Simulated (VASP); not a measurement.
# NaH (Fm-3m) in VASP: notebook, part 2 of 2

VASP 6.6.1. Earlier steps stand in the parts before.

**5. Single point, r2SCAN (volume changed by +3%)**

File POSCAR:

```
NaH
1.0
    0.0000000000      2.4212509223      2.4212509223
    2.4212509223      0.0000000000      2.4212509223
    2.4212509223      2.4212509223      0.0000000000
Na H
1 1
Direct
    0.0000000000      0.0000000000      0.0000000000
    0.5000000000      0.5000000000      0.5000000000
```

File INCAR.step1:

```
ALGO     = Normal         # electronic algorithm
EDIFF    = 1E-4           # SCF threshold, eV
ENCUT    = 520            # plane-wave cutoff, eV
GGA      = PE             # functional
ISMEAR   = 0              # smearing method
LASPH    = T              # aspherical terms in the spheres
LCHARG   = F              # write CHGCAR
LREAL    = F              # projectors in reciprocal space
LWAVE    = T              # write WAVECAR
NBANDS   = 11             # bands
NELM     = 60             # most SCF steps
PREC     = Accurate       # precision mode
SIGMA    = 0.01           # smearing width, eV
```

File INCAR.step2:

```
ALGO     = Normal         # electronic algorithm
EDIFF    = 1E-6           # SCF threshold, eV
ENCUT    = 520            # plane-wave cutoff, eV
ISIF     = 2              # what is computed and relaxed
ISMEAR   = 0              # smearing method
ISTART   = 1            
LASPH    = T              # aspherical terms in the spheres
LCHARG   = F              # write CHGCAR
LMIXTAU  = T            
LREAL    = F              # projectors in reciprocal space
LWAVE    = F              # write WAVECAR
METAGGA  = R2SCAN         # meta-GGA
NBANDS   = 11             # bands
NELM     = 60             # most SCF steps
PREC     = Accurate       # precision mode
SIGMA    = 0.01           # smearing width, eV
```

File KPOINTS:

```
k-points
0
Gamma
  8 8 8
```

Potentials or basis: VASP PAW PBE potentials, release 64 (Na_pv, H).

Command:

```
$ cat potpaw_PBE.64/Na_pv/POTCAR potpaw_PBE.64/H/POTCAR > POTCAR
$ cp INCAR.step1 INCAR
$ mpirun -np 1 vasp_std > vasp.out
$ cp INCAR.step2 INCAR
$ mpirun -np 1 vasp_std > vasp.out
```

OUTCAR:

```text
EDIFF = 1E-6
   ENCUT = 520
   ISIF = 2
   ISMEAR = 0
   ISTART = 1
   LASPH = T
   LREAL = F
   METAGGA = R2SCAN
   NELM = 60
   PREC = Accurate

 ion  position               nearest neighbor table
   1  0.000  0.000  0.000-
   2  0.500  0.500  0.500-

  LATTYP: Found a face centered cubic cell.
 ALAT       =     4.8425018446

  Lattice vectors:

 A1 = (   0.0000000000,   2.4212509223,   2.4212509223)
 A2 = (   2.4212509223,   0.0000000000,   2.4212509223)
 A3 = (   2.4212509223,   2.4212509223,   0.0000000000)

Analysis of symmetry for initial positions (statically):
=====================================================================
 Subroutine PRICEL returns:
 Original cell was already a primitive cell.

 Routine SETGRP: Setting up the symmetry group for a
 face centered cubic supercell.

 Subroutine GETGRP returns: Found 48 space group operations
 (whereof 48 operations were pure point group operations)
 out of a pool of 48 trial point group operations.

The static configuration has the point symmetry O_h .

Analysis of symmetry for dynamics (positions and initial velocities):
=====================================================================
 Subroutine PRICEL returns:
[... 163 lines left out ...]
 Fermi energy:        -1.3216890722

 k-point     1 :       0.0000    0.0000    0.0000
  band No.  band energies     occupation
      1     -24.3839      2.00000
      2     -24.3835      2.00000
      3     -24.3835      2.00000
      4      -5.0070      2.00000
      5       9.9098      0.00000
      6      14.8305      0.00000
      7      14.8305      0.00000
      8      14.8306      0.00000
      9      15.7407      0.00000
     10      15.7407      0.00000
     11      15.7407      0.00000
[... 309 lines left out ...]
 k-point    24 :      -0.3750    0.2500    0.1250
  band No.  band energies     occupation
      1     -24.4568      2.00000
      2     -24.4153      2.00000
      3     -24.4007      2.00000
      4      -1.9374      2.00000
      5       3.6727      0.00000
      6       6.9510      0.00000
      7      10.2812      0.00000
      8      14.4245      0.00000
      9      15.5191      0.00000
     10      18.8514      0.00000
     11      21.0122      0.00000

 [... further k-points ...]
[... 5 lines left out ...]
  --------------------------------------------------------------------------------------
  -------------------------------------------------------------------------------------
  Total       -0.1493543     -0.1493543     -0.1493543      0.0000000     -0.0000000     -0.0000000
  in kB       -8.4290553     -8.4290553     -8.4290553      0.0000000     -0.0000000     -0.0000000
  external PRESSURE =      -8.4290553 kB  Pullay stress =       0.0000000 kB

 VOLUME and BASIS-vectors are now :
 -----------------------------------------------------------------------------
  energy-cutoff  :      520.00
  volume of cell :       28.39
      direct lattice vectors                 reciprocal lattice vectors
     0.000000000  2.421250922  2.421250922    -0.206504826  0.206504826  0.206504826
     2.421250922  0.000000000  2.421250922     0.206504826 -0.206504826  0.206504826
     2.421250922  2.421250922  0.000000000     0.206504826  0.206504826 -0.206504826

 POSITION                                       TOTAL-FORCE (eV/Angst)
 -----------------------------------------------------------------------------------
      0.00000      0.00000      0.00000        -0.000000      0.000000     -0.000000
      2.42125      2.42125      2.42125         0.000000     -0.000000      0.000000
 -----------------------------------------------------------------------------------
    total drift:                               -0.000000     -0.000000     -0.000000

  FREE ENERGIE OF THE ION-ELECTRON SYSTEM (eV)
  ---------------------------------------------------
  free  energy   TOTEN  =        -7.5995303093 eV

  energy  without entropy=       -7.5995303093  energy(sigma->0) =       -7.59953031
```

OUTCAR.step1:

```text
EDIFF = 1E-4
   ENCUT = 520
   GGA = PE
   ISMEAR = 0
   LASPH = T
[... 557 lines left out ...]
 -----------------------------------------------------------------------------------
      0.00000      0.00000      0.00000         0.000000     -0.000000      0.000000
      2.42125      2.42125      2.42125        -0.000000      0.000000     -0.000000
 -----------------------------------------------------------------------------------
    total drift:                               -0.000000     -0.000000     -0.000000

  FREE ENERGIE OF THE ION-ELECTRON SYSTEM (eV)
  ---------------------------------------------------
  free  energy   TOTEN  =        -5.0875689957 eV

  energy  without entropy=       -5.0875689957  energy(sigma->0) =       -5.08756900
```

Wall time 18 s (1 thread of Intel Xeon 6975P-C (Granite Rapids), shared host); peak memory 0.15 GiB.

Results:

```
Free energy            : -7.5995 eV
Pressure               : -0.8 GPa
Band gap on the k mesh : 4.36 eV, indirect (least direct gap 5.19 eV)
```

Caveat: the PAW data sets were made with another functional, which shifts forces and pressure a little. A k mesh can miss the band edges.

**6. Summary**

```tsv
cell	gap on the mesh (eV)	pressure (GPa)
a = 3.321 Å, angles 60.0°, 2 atoms	4.52	1.5
a = 3.391 Å, angles 60.0°, 2 atoms	4.41	-0.3
a = 3.356 Å, angles 60.0°, 2 atoms	4.47	0.6
a = 3.424 Å, angles 60.0°, 2 atoms	4.36	-0.8
```

Alike in all rows: task single point; level r2SCAN; potentials or basis VASP PAW PBE potentials, release 64 (Na_pv, H); no spin polarisation; k mesh 8 × 8 × 8; cutoff (eV) 520; smearing gaussian 0.01 eV.

Caveats: the PAW data sets were made with another functional, which shifts forces and pressure a little.

Absolute energies hang on the potentials; compare differences alone.
